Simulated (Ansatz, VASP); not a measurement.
## NaCl: VASP beside Ansatz

Contents of INCAR:

```
PREC = Accurate ; ENCUT = 520
EDIFF = 1E-7 ; ISMEAR = 0
SIGMA = 0.05 ; LREAL = False
LASPH = True ; NELM = 60
ALGO = Normal ; ISIF = 2
LWAVE = False ; LCHARG = False
GGA = PE ; NBANDS = 14
```

The input KPOINTS:

```
regular mesh
0
Gamma
  8 8 8
```

File POSCAR:

```
NaCl
1.0
    0.0000000000      2.9450200000      2.8317500000
    2.9450200000      0.0000000000      2.8317500000
    2.9450200000      2.9450200000      0.0000000000
Na Cl
1 1
Direct
    0.0000000000      0.0000000000      0.0000000000
    0.5000000000      0.5000000000      0.5000000000
```

Input for Ansatz:

```yaml
crystal:
  lattice:
    - [0.0, 2.94502, 2.83175]
    - [2.94502, 0.0, 2.83175]
    - [2.94502, 2.94502, 0.0]
  atoms:
    - { symbol: Na, position: [0.0, 0.0, 0.0] }
    - { symbol: Cl, position: [0.5, 0.5, 0.5] }
basis:
  ecutwfc: 420
kpoints:
  mp_grid: { grid: [8, 8, 8] }
hamiltonian:
  xc: pbe
scf:
  occupations: { method: gaussian, width: 0.05 }
output:
  forces: true
  stress: true
  eigenvalues: true
```

Change from the starting cell: strain +0.040 along x and y, +0.000 along z, atoms carried along.

Alike in both runs: task single point; functional PBE; k mesh 8 × 8 × 8; occupations gaussian, width 0.05 eV; no spin polarisation.

|  | VASP | Ansatz |
| --- | --- | --- |
| version | VASP 6.6.1 | Ansatz 0.2.0 |
| potentials or method | VASP PAW PBE potentials, release 64 (Na_pv, Cl), cutoff 520 eV | scalar-relativistic, plane waves, PAW |
| valence electrons in the cell | 14 | 16 |

```csv
,VASP,Ansatz,Ansatz less VASP
gap on the k mesh at the Fermi level (eV),4.77,4.77,0.000
least direct gap on the mesh (eV),4.77,4.77,0.000
pressure (GPa),-1.2,-1.2,+0.03
"traceless stress, the component that is largest in VASP (GPa)",0.69,0.68,-0.007
```

With one functional, cell and mesh, what is left measures potentials, basis and numerics. VASP's potentials hold 14 valence electrons a cell and Ansatz's 16, so a difference there can come from the potentials and not from the codes.
